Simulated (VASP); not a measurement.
The system is Ta3B2N.

```
Ta B N
1.0
     2.42842    1.40205    3.89210
    -2.42842    1.40205    3.89210
     0.00000   -2.80409    3.89210
Ta B N
3 2 1
Direct
  0.00000 0.50000 0.00000
  0.50000 0.00000 0.00000
  0.00000 0.00000 0.50000
  0.62478 0.62478 0.62478
  0.37522 0.37522 0.37522
  0.00000 0.00000 0.00000
```

* Program: VASP 6.6.1
* Task: relaxation of cell and atoms
* Functional: PBE
* Potentials or basis: VASP PAW PBE potentials, release 64 (Ta_pv, B, N)
* Cutoff: 600 eV
* k mesh: 6 × 6 × 6
* Occupations: gaussian, width 0.1 eV
* Spin: no spin polarisation

At the start: pressure 8.7 GPa; volume 13.25 Å³/atom.

Task: How do energy, volume and symmetry change on relaxing?

Result: Over 12 steps the energy falls by 1566.5 meV/atom and the volume is 12.35 Å³/atom (-6.8 %); space group R-3m (No. 166, to 0.05 Å).

The path:
```
step  energy change (eV)  largest force (eV/Å)  pressure (GPa)  volume (Å³)
   1              0.0000                0.3068            8.70        79.51
   2             -7.6369                1.1962          -22.21        83.73
   3             -8.2119                1.7581          -21.83        83.45
   4             -6.3332                1.3748           65.74        63.40
   5             -8.9194                2.5898           -2.89        75.98
   6             -8.9279                2.6400           -0.63        75.31
   7             -9.3529                0.0697            4.19        73.14
   8             -9.3530                0.0132            4.30        73.11
   9             -9.3543                0.1391           -6.54        76.06
  10             -9.3915                0.0790           -1.40        74.58
  11             -9.3987                0.0550            0.14        73.98
  12             -9.3990                0.0351           -0.10        74.07
```

Final structure:
```yaml
crystal:
  lattice:
    - [2.80387, 1.61881, 2.71983]
    - [-2.80387, 1.61881, 2.71983]
    - [0.00000, -3.23763, 2.71983]
  atoms:
    - { symbol: Ta, position: [0.00000, 0.50000, 0.00000] }
    - { symbol: Ta, position: [0.50000, 0.00000, 0.00000] }
    - { symbol: Ta, position: [0.00000, 0.00000, 0.50000] }
    - { symbol: B, position: [0.60374, 0.60374, 0.60374] }
    - { symbol: B, position: [0.39626, 0.39626, 0.39626] }
    - { symbol: N, position: [0.00000, 0.00000, 0.00000] }
```
